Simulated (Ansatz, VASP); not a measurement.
## AlN in VASP and in Ansatz

```
CELL_PARAMETERS angstrom
3.36180 0.00000 0.00000
-1.68090 2.91140 0.00000
0.00000 0.00000 4.25038
ATOMIC_POSITIONS crystal
Al 0.33333 0.66667 0.75000
Al 0.66667 0.33333 0.25000
N 0.33333 0.66667 0.25000
N 0.66667 0.33333 0.75000
```

Change from the starting cell: strain +0.015 along x and y, +0.015 along z, atoms carried along.

Alike in both runs: task single point; functional LDA; k mesh 9 × 9 × 6; occupations gaussian, width 0.05 eV; no spin polarisation.

```csv
,VASP,Ansatz
version,VASP 6.6.1,Ansatz 0.2.0
potentials or method,"VASP PAW LDA potentials, release 64 (Al, N), cutoff 600 eV","scalar-relativistic, plane waves, PAW"
valence electrons in the cell,16,16
```

|  | VASP | Ansatz | Ansatz less VASP |
| --- | --- | --- | --- |
| gap on the k mesh at the Fermi level (eV) | 2.95 | 2.94 | -0.009 |
| least direct gap on the mesh (eV) | 2.95 | 2.94 | -0.009 |
| pressure (GPa) | -16.2 | -16.5 | -0.33 |
| traceless stress, the component that is largest in VASP (GPa) | 0.87 | 1.03 | +0.156 |

LDA's correlation is that of Perdew and Zunger in VASP and of Perdew and Wang (1992) in Ansatz.
